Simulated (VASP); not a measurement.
A run of VASP 6.6.1:

POSCAR

```
BaTiO3
1.0
    2.8789633634      1.6621702728      2.2688392628
   -2.8789633634      1.6621702728      2.2688392628
    0.0000000000     -3.3243405456      2.2688392628
Ba Ti O
1 1 3
Direct
    0.0027851043      0.0027851043      0.0027851043
    0.5162478494      0.5162478494      0.5162478494
    0.4897536543      0.4897536543      0.9801597377
    0.4897536543      0.9801597377      0.4897536543
    0.9801597377      0.4897536543      0.4897536543
```

Contents of INCAR.step1:

```
SYSTEM = BaTiO3
PREC     = Accurate       ! precision mode
ENCUT    = 520            ! plane-wave cutoff, eV
ISMEAR   = 0              ! smearing method
SIGMA    = 0.05           ! smearing width, eV
LREAL    = .FALSE.        ! projectors in reciprocal space
LASPH    = .TRUE.         ! aspherical terms in the spheres
NELM     = 100            ! most SCF steps
NBANDS   = 28             ! bands
GGA      = PE             ! functional
ALGO     = Normal         ! electronic algorithm
EDIFF    = 1E-4           ! SCF threshold, eV
LWAVE    = .TRUE.         ! write WAVECAR
LCHARG   = .FALSE.        ! write CHGCAR
```

File INCAR.step2:

```
SYSTEM = BaTiO3
PREC     = Accurate       ! precision mode
ENCUT    = 520            ! plane-wave cutoff, eV
EDIFF    = 1E-7           ! SCF threshold, eV
ISMEAR   = 0              ! smearing method
SIGMA    = 0.05           ! smearing width, eV
LREAL    = .FALSE.        ! projectors in reciprocal space
LASPH    = .TRUE.         ! aspherical terms in the spheres
NELM     = 100            ! most SCF steps
ALGO     = Normal         ! electronic algorithm
ISIF     = 2              ! what is computed and relaxed
LWAVE    = .FALSE.        ! write WAVECAR
LCHARG   = .FALSE.        ! write CHGCAR
METAGGA  = R2SCAN         ! meta-GGA
LMIXTAU  = .TRUE.       
NBANDS   = 28             ! bands
ISTART   = 1
```

File KPOINTS:

```
Automatic mesh
0
G
  6 6 6
  0 0 0
```

Potentials or basis: VASP PAW PBE potentials, release 64 (Ba_sv, Ti_sv, O).

The run is started by

```console
$ cat potpaw_PBE.64/Ba_sv/POTCAR potpaw_PBE.64/Ti_sv/POTCAR potpaw_PBE.64/O/POTCAR > POTCAR
$ cp INCAR.step1 INCAR
$ mpirun -np 1 vasp_std > vasp.out
$ cp INCAR.step2 INCAR
$ mpirun -np 1 vasp_std > vasp.out
```

Hardware: 1 thread of Intel(R) Xeon(R) Platinum 8488C (Sapphire Rapids), with other jobs on the host.

Estimate the wall time of this run.

Wall time 3.2 min on 1 thread of Intel(R) Xeon(R) Platinum 8488C (Sapphire Rapids) (shared host), peak memory 0.21 GiB. Counts: k points 32.
